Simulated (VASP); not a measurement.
# Te (P6_3/mmc) in VASP: further runs

Runs on Te. Level: PBEsol. Tasks: single point.

Everything below comes from runs of VASP 6.6.1. Logs are shortened: lines on timing, memory, paths and dates and some standing lists are left out, and cuts for length are marked.

### 1 The cell of the first run

The structure is hexagonal, space group P6_3/mmc (No. 194). The conventional cell has a = 3.916 Å, b = 3.916 Å, c = 4.423 Å, α = 90.00°, β = 90.00°, γ = 120.00°. Within 4.2 Å of Te (site symmetry -6m2) lie 12 Te at 3.16 to 3.92 Å.

### 2 Single point, PBEsol

File INCAR:

```
SYSTEM = Te
  PREC = Accurate
  ENCUT = 520
  EDIFF = 1E-7
  ISMEAR = -1
  SIGMA = 0.1
  LREAL = .False.
  LASPH = .True.
  NELM = 60
  ALGO = Normal
  ISIF = 2
  LWAVE = .False.
  LCHARG = .True.
  GGA = PS
  LELF = .True.
  LVHAR = .True.
  NBANDS = 13
```

File KPOINTS:

```
regular mesh
0
Gamma
  11 11 6
  0 0 0
```

File POSCAR:

```
Te
1.0
    3.9157862143      0.0000000000      0.0000000000
   -1.9578931071      3.3911703374      0.0000000000
    0.0000000000      0.0000000000      4.4233032558
Te
2
Direct
    0.3333333333      0.6666666667      0.2500000000
    0.6666666667      0.3333333333      0.7500000000
```

Potentials or basis: VASP PAW PBE potentials, release 64 (Te).

The run is started by

```bash
cat potpaw_PBE.64/Te/POTCAR > POTCAR
mpirun -np 1 vasp_std > vasp.out
```

OUTCAR:

```text
SYSTEM = Te
   PREC = Accurate
   ENCUT = 520
   EDIFF = 1E-7
   ISMEAR = -1
   LREAL = .False.
   LASPH = .True.
   NELM = 60
   ISIF = 2
   GGA = PS

 ion  position               nearest neighbor table
   1  0.333  0.667  0.250-   2 3.16   2 3.16   2 3.16   2 3.16   2 3.16   2 3.16
   2  0.667  0.333  0.750-   1 3.16   1 3.16   1 3.16   1 3.16   1 3.16   1 3.16

  LATTYP: Found a hexagonal cell.
 ALAT       =     3.9157862143
 C/A-ratio  =     1.1296079545

  Lattice vectors:

 A1 = (   3.9157862143,   0.0000000000,   0.0000000000)
 A2 = (  -1.9578931071,   3.3911703374,   0.0000000000)
 A3 = (   0.0000000000,   0.0000000000,   4.4233032558)

Analysis of symmetry for initial positions (statically):
=====================================================================
 Subroutine PRICEL returns:
 Original cell was already a primitive cell.

 Routine SETGRP: Setting up the symmetry group for a
 hexagonal supercell.

 Subroutine GETGRP returns: Found 24 space group operations
 (whereof 12 operations were pure point group operations)
 out of a pool of 24 trial point group operations.

The static configuration has the point symmetry D_3d.
 The point group associated with its full space group is D_6h.

Analysis of symmetry for dynamics (positions and initial velocities):
=====================================================================
 Subroutine PRICEL returns:
 Original cell was already a primitive cell.

 Routine SETGRP: Setting up the symmetry group for a
 hexagonal supercell.

 Subroutine GETGRP returns: Found 24 space group operations
 (whereof 12 operations were pure point group operations)
 out of a pool of 24 trial point group operations.

The dynamic configuration has the point symmetry D_3d.
 The point group associated with its full space group is D_6h.

 Subroutine INISYM returns: Found 24 space group operations
 (whereof 12 operations are pure point group operations),
 and found     1 'primitive' translations

----------------------------------------------------------------------------------------

                                     Primitive cell

  volume of cell :      58.7375

  direct lattice vectors                    reciprocal lattice vectors
     3.915786214  0.000000000  0.000000000     0.255376557  0.147441724  0.000000000
    -1.957893107  3.391170337  0.000000000     0.000000000  0.294883447  0.000000000
     0.000000000  0.000000000  4.423303256     0.000000000  0.000000000  0.226075388

  length of vectors
     3.915786214  3.915786214  4.423303256     0.294883447  0.294883447  0.226075388

  position of ions in fractional coordinates (direct lattice)
     0.333333333  0.666666667  0.250000000
     0.666666667  0.333333333  0.750000000

  ion indices of the primitive-cell ions
   primitive index   ion index
                 1           1
                 2           2

----------------------------------------------------------------------------------------

 KPOINTS: regular mesh

Automatic generation of k-mesh.
 Grid dimensions read from file:
 generate k-points for:   11   11    6

 Generating k-lattice:

  Cartesian coordinates                     Fractional coordinates (reciprocal lattice)
     0.023216051  0.013403793  0.000000000     0.090909091  0.000000000  0.000000000
     0.000000000  0.026807586  0.000000000     0.000000000  0.090909091  0.000000000
     0.000000000  0.000000000  0.037679231     0.000000000  0.000000000  0.166666667

  Length of vectors
     0.026807586  0.026807586  0.037679231

  Shift w.r.t. Gamma in fractional coordinates (k-lattice)
     0.000000000  0.000000000  0.000000000

 Subroutine IBZKPT returns following result:
 ===========================================

 Found     64 irreducible k-points:

 Following reciprocal coordinates:
            Coordinates               Weight
  0.000000  0.000000  0.000000      1.000000
  0.090909 -0.000000  0.000000      6.000000
  0.181818 -0.000000  0.000000      6.000000
  0.272727  0.000000  0.000000      6.000000
  0.363636 -0.000000  0.000000      6.000000
  0.454545 -0.000000  0.000000      6.000000
[... 16 lines left out ...]
  0.090909  0.090909  0.166667     12.000000
  0.181818  0.090909  0.166667     24.000000
 [... further k-points ...]
   k-points           NKPTS =     64   k-points in BZ     NKDIM =     64   number of bands    NBANDS=     13
   number of dos      NEDOS =    301   number of ions     NIONS =      2
   total plane-waves  NPLWV =  32400
   dimension x,y,z NGX =    30 NGY =   30 NGZ =   36
   dimension x,y,z NGXF=    60 NGYF=   60 NGZF=   72
   ions per type =               2
   NGX,Y,Z   is equivalent  to a cutoff of  12.74, 12.74, 13.53 a.u.
   NGXF,Y,Z  is equivalent  to a cutoff of  25.47, 25.47, 27.06 a.u.
 SYSTEM =  Te
   PREC   = accura    normal or accurate (medium, high low for compatibility)
   ISTART =      0    job   : 0-new  1-cont  2-samecut
   ICHARG =      2    charge: 1-file 2-atom 10-const
   ISPIN  =      1    spin polarized calculation?
   LNONCOLLINEAR =      F non collinear calculations
   LSORBIT =      F    spin-orbit coupling
   LASPH  =      T    aspherical Exc in radial PAW
   ENCUT  =  520.0 eV  38.22 Ry    6.18 a.u.   7.28  7.28  8.22*2*pi/ulx,y,z
   NELM   =     60;   NELMIN=  2; NELMDL= -5     # of ELM steps
   EDIFF  = 0.1E-06   stopping-criterion for ELM
   LREAL  =      F    real-space projection
   EDIFFG = 0.1E-05   stopping-criterion for IOM
   NSW    =      0    number of steps for IOM
   IBRION =     -1    ionic relax: 0-MD 1-quasi-New 2-CG
   NFREE  =      0    steps in history (QN), initial steepest desc. (CG)
   ISIF   =      2    stress and relaxation
   ISYM   =      2    0-nonsym 1-usesym 2-fastsym
   POTIM  = 0.5000    time-step for ionic-motion
   TEBEG  =    0.0;   TEEND  =   0.0 temperature during run
   PSTRESS=    0.0 pullay stress
   NELECT =      12.0000    total number of electrons
   NUPDOWN=      -1.0000    fix difference up-down
   EMIN   =  10.00;   EMAX   =-10.00  energy-range for DOS
   EFERMI =   0.00;   METHOD = LEGACY
   ISMEAR =    -1;   SIGMA  =   0.10  broadening in eV -4-tet -1-fermi 0-gaus
   EFERMI_NEDOS =   21; number of points for ismear=-14 and -15
   IALGO  =     38    algorithm
   IMIX   =      4    mixing-type and parameters
     AMIX     =   0.40;   BMIX     =  1.00
     AMIX_MAG =   1.60;   BMIX_MAG =  1.00
  volume/ion in A,a.u.               =      29.37       198.19
  Fermi-wavevector in a.u.,A,eV,Ry     =   0.964192  1.822059 12.648874  0.929666
  Thomas-Fermi vector in A             =   2.093802
   LORBIT       =      0    0 simple, 1 ext, 2 COOP (PROOUT), +10 PAW based schemes
   GGA     = PS    functional components
   LHFCALC =     F    Hartree Fock is set to
   AEXX    =    0.0000 exact exchange contribution
   IVDW    =     0    specifies the selected vdW correction
   LEPSILON=     F    determine dielectric tensor
   LRPA    =     F    only Hartree local field effects (RPA)
 non-spin polarized calculation
  energy-cutoff  :      520.00
  volume of cell :       58.74
 maximum number of plane-waves:      1606
 NGX is ok and might be reduce to    30
   NGX = 15   NGY = 15   NGZ = 17

 number of electron      11.9999999 magnetization

 Free energy of the ion-electron system (eV)
  ---------------------------------------------------
  ext. energy  EPLUGINS =         0.00000000
  ---------------------------------------------------
  free energy    TOTEN  =        -6.79976681 eV

  energy without entropy =       -6.75696857  energy(sigma->0) =       -6.77836769

 E-fermi :   7.4590     XC(G=0):  -9.9650

 val. band max:        7.3288434404   @ k =   0.2727   0.0000   0.3333
 cond. band min:       7.4615653332   @ k =   0.2727   0.2727   0.1667
 fundamental gap:      0.1327218928
 Fermi energy:         7.4590254840

 k-point     1 :       0.0000    0.0000    0.0000
  band No.  band energies     occupation
      1      -6.6222      2.00000
      2      -1.2011      2.00000
      3       2.4556      2.00000
      4       5.8618      2.00000
      5       5.8618      2.00000
      6       8.5999      0.00002
      7       8.5999      0.00002
      8      10.6052      0.00000
      9      11.1949      0.00000
     10      13.5006      0.00000
     11      15.4655      0.00000
     12      15.4655      0.00000
     13      16.8077      0.00000

 k-point     2 :       0.0909   -0.0000    0.0000
  band No.  band energies     occupation
      1      -6.5333      2.00000
      2      -1.2601      2.00000
      3       2.5540      2.00000
      4       5.4385      2.00000
      5       5.6457      2.00000
      6       8.3375      0.00031
      7       8.8161      0.00000
      8      10.8034      0.00000
      9      11.0584      0.00000
     10      13.7619      0.00000
     11      15.2323      0.00000
     12      15.4347      0.00000
     13      16.5267      0.00000

 k-point     3 :       0.1818   -0.0000    0.0000
  band No.  band energies     occupation
      1      -6.2707      2.00000
      2      -1.4676      2.00000
      3       2.8449      2.00000
      4       4.6358      2.00000
      5       5.1920      2.00000
      6       7.7307      0.12393
      7       9.2280      0.00000
      8       9.8680      0.00000
      9      11.8493      0.00000
     10      13.5145      0.00000
     11      15.5772      0.00000
     12      16.0248      0.00000
     13      16.2834      0.00000
[... 305 lines left out ...]
 k-point    23 :       0.0909    0.0909    0.1667
  band No.  band energies     occupation
      1      -6.1599      2.00000
      2      -2.0830      2.00000
      3       3.1396      2.00000
      4       5.3318      2.00000
      5       5.6472      2.00000
      6       7.5552      0.55317
      7       8.6536      0.00001
      8       9.9975      0.00000
      9      12.0244      0.00000
     10      13.5289      0.00000
     11      14.5154      0.00000
     12      16.1761      0.00000
     13      16.2099      0.00000

 k-point    24 :       0.1818    0.0909    0.1667
  band No.  band energies     occupation
      1      -5.8228      2.00000
      2      -2.1664      2.00000
      3       2.7814      2.00000
      4       4.6356      2.00000
      5       5.6633      2.00000
      6       6.7400      1.99849
      7       8.6516      0.00001
      8       9.5730      0.00000
      9      12.3611      0.00000
     10      13.5975      0.00000
     11      14.8735      0.00000
     12      15.9663      0.00000
     13      17.1673      0.00000

 [... further k-points ...]
[... 5 lines left out ...]
  --------------------------------------------------------------------------------------
  -------------------------------------------------------------------------------------
  Total        0.0013410      0.0013410      0.0221606      0.0000000     -0.0000000      0.0000000
  in kB        0.0365781      0.0365781      0.6044721      0.0000000     -0.0000000      0.0000000
  external PRESSURE =       0.2258761 kB  Pullay stress =       0.0000000 kB

 VOLUME and BASIS-vectors are now :
 -----------------------------------------------------------------------------
  energy-cutoff  :      520.00
  volume of cell :       58.74
      direct lattice vectors                 reciprocal lattice vectors
     3.915786214  0.000000000  0.000000000     0.255376557  0.147441724  0.000000000
    -1.957893107  3.391170337  0.000000000     0.000000000  0.294883447  0.000000000
     0.000000000  0.000000000  4.423303256     0.000000000  0.000000000  0.226075388

 POSITION                                       TOTAL-FORCE (eV/Angst)
 -----------------------------------------------------------------------------------
     -0.00000      2.26078      1.10583         0.000000      0.000000      0.000000
      1.95789      1.13039      3.31748        -0.000000     -0.000000      0.000000
 -----------------------------------------------------------------------------------
    total drift:                                0.000000     -0.000000      0.000000

  FREE ENERGIE OF THE ION-ELECTRON SYSTEM (eV)
  ---------------------------------------------------
  free  energy   TOTEN  =        -6.7997668061 eV

  energy  without entropy=       -6.7569685654  energy(sigma->0) =       -6.77836769
```

It took 72 s on 1 thread of AMD EPYC 7R43 (Zen 3), shared host; peak memory 0.15 GiB.

What came out:

```yaml
Free_energy: -6.7998 eV
Pressure: 0.0 GPa
Band_gap_on_the_k_mesh: zero (band 6 reaches 8.60 eV, above the bottom of band 7 at 6.13 eV)
```

Caveat: the PAW data sets were made with another functional, which shifts forces and pressure a little; spin-orbit coupling is left out, which moves the levels of the heavy elements.

### 3 Single point, PBEsol (volume scaled by 0.88)

File INCAR:

```
SYSTEM = Te
ALGO = Normal
EDIFF = 1E-6
ENCUT = 520
GGA = PS
ISIF = 2
ISMEAR = -1
LASPH = .TRUE.
LCHARG = .FALSE.
LREAL = .FALSE.
LWAVE = .FALSE.
NBANDS = 13
NELM = 100
PREC = Accurate
SIGMA = 0.1
```

File KPOINTS:

```
k-points
0
G
  11 11 8
  0 0 0
```

File POSCAR:

```
Te
1.0
    3.7524351646      0.0000000000      0.0000000000
   -1.8762175823      3.2497041786      0.0000000000
    0.0000000000      0.0000000000      4.2387806107
Te
2
Direct
    0.3333333333      0.6666666667      0.2500000000
    0.6666666667      0.3333333333      0.7500000000
```

Potentials or basis: VASP PAW PBE potentials, release 64 (Te).

The run is started by

```bash
cat potpaw_PBE.64/Te/POTCAR > POTCAR
mpirun -np 1 vasp_std > vasp.out
```

Wall time 36 s (1 thread of AMD EPYC 7R43 (Zen 3), shared host); peak memory 0.15 GiB.

It converged, with:

```
Free energy            : -6.6146 eV
Pressure               : 10.1 GPa
Band gap on the k mesh : zero (band 6 reaches 10.61 eV, above the bottom of band 7 at 8.00 eV)
```

Stress tensor (GPa, compression positive):
```
 8.34  0.00  0.00
 0.00  8.34  0.00
 0.00  0.00 13.76
```

Levels at points of the mesh, in eV from the Fermi level:
```tsv
k point	band 2	band 3	band 4	band 5	band 6	band 7	band 8	band 9	band 10	band 11
(0.00, 0.00, 0.00)	-8.49	-5.87	-1.89	-1.89	1.21	1.21	2.69	4.41	5.95	8.14
(0.00, 0.00, 0.50)	-13.24	-0.25	-0.25	-0.25	-0.25	-0.04	-0.04	6.42	6.42	6.42
```

Caveat: the PAW data sets were made with another functional, which shifts forces and pressure a little; spin-orbit coupling is left out, which moves the levels of the heavy elements.

### 4 Single point, PBEsol (volume scaled by 0.96)

File INCAR:

```
SYSTEM = Te
PREC = Accurate ; ENCUT = 520
EDIFF = 1E-6 ; ISMEAR = -1
SIGMA = 0.1 ; LREAL = .False.
LASPH = .True. ; NELM = 80
ALGO = Normal ; ISIF = 2
LWAVE = .False. ; LCHARG = .True.
GGA = PS ; LELF = .True.
LVHAR = .True. ; NBANDS = 13
```

File KPOINTS:

```
Automatic mesh
0
Gamma
  11 11 8
  0 0 0
```

File POSCAR:

```
Te
1.0
    3.8628636968      0.0000000000      0.0000000000
   -1.9314318484      3.3453380928      0.0000000000
    0.0000000000      0.0000000000      4.3635215591
Te
2
Direct
    0.3333333333      0.6666666667      0.2500000000
    0.6666666667      0.3333333333      0.7500000000
```

The run is started by

```bash
cat potpaw_PBE.64/Te/POTCAR > POTCAR
mpirun -np 1 vasp_std > vasp.out
```

Wall time 40 s (1 thread of AMD EPYC 7R43 (Zen 3), shared host); peak memory 0.17 GiB.

The run converged. Its results:

```yaml
Free_energy: -6.7934 eV
Pressure: 2.6 GPa
Band_gap_on_the_k_mesh: zero (band 6 reaches 9.22 eV, above the bottom of band 7 at 6.70 eV)
```

Stress tensor (GPa, compression positive):
```
2.30 0.00 0.00
0.00 2.30 0.00
0.00 0.00 3.24
```

Levels at points of the mesh, in eV from the Fermi level:
| k point | band 3 | band 4 | band 5 | band 6 | band 7 | band 8 | band 9 | band 10 |
| --- | --- | --- | --- | --- | --- | --- | --- | --- |
| (0.00, 0.00, 0.00) | -5.31 | -1.73 | -1.73 | 1.13 | 1.13 | 2.96 | 3.90 | 5.99 |
| (0.00, 0.00, 0.50) | -0.34 | -0.34 | -0.25 | -0.25 | -0.25 | -0.25 | 6.52 | 6.52 |

Caveat: the PAW data sets were made with another functional, which shifts forces and pressure a little; spin-orbit coupling is left out, which moves the levels of the heavy elements.

[end of part 1 of 2]
